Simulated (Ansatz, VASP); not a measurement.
# One calculation of ZnS, two programs

```
Zn S
1.0
     0.00000    2.70465    2.70465
     2.43418    0.00000    2.70465
     2.43418    2.70465    0.00000
Zn S
1 1
Direct
  0.00000 0.00000 0.00000
  0.75000 0.75000 0.75000
```

Change from the starting cell: strain -0.1000 x Voigt [1, 0, 0, 0, 0, 0], atoms carried along.

Alike in both runs: task single point; functional PBE; k mesh 10 × 10 × 10; occupations gaussian, width 0.05 eV; no spin polarisation.

|  | VASP | Ansatz |
| --- | --- | --- |
| version | VASP 6.6.1 | Ansatz 0.2.0 |
| potentials or method | VASP PAW PBE potentials, release 64 (Zn, S), cutoff 520 eV | scalar-relativistic, plane waves, PAW |
| valence electrons in the cell | 18 | 18 |

Ansatz gave:

* gap on the k mesh at the Fermi level (eV): 2.34
* least direct gap on the mesh (eV): 2.34
* pressure (GPa): 11.0
* traceless stress, the component that is largest in VASP (GPa): 1.84

Question: Estimate VASP's values.

Answer: gap on the k mesh at the Fermi level (eV): 2.35; least direct gap on the mesh (eV): 2.35; pressure (GPa): 11.2; traceless stress, the component that is largest in VASP (GPa): 1.82.

With one functional, cell and mesh, what is left measures potentials, basis and numerics.
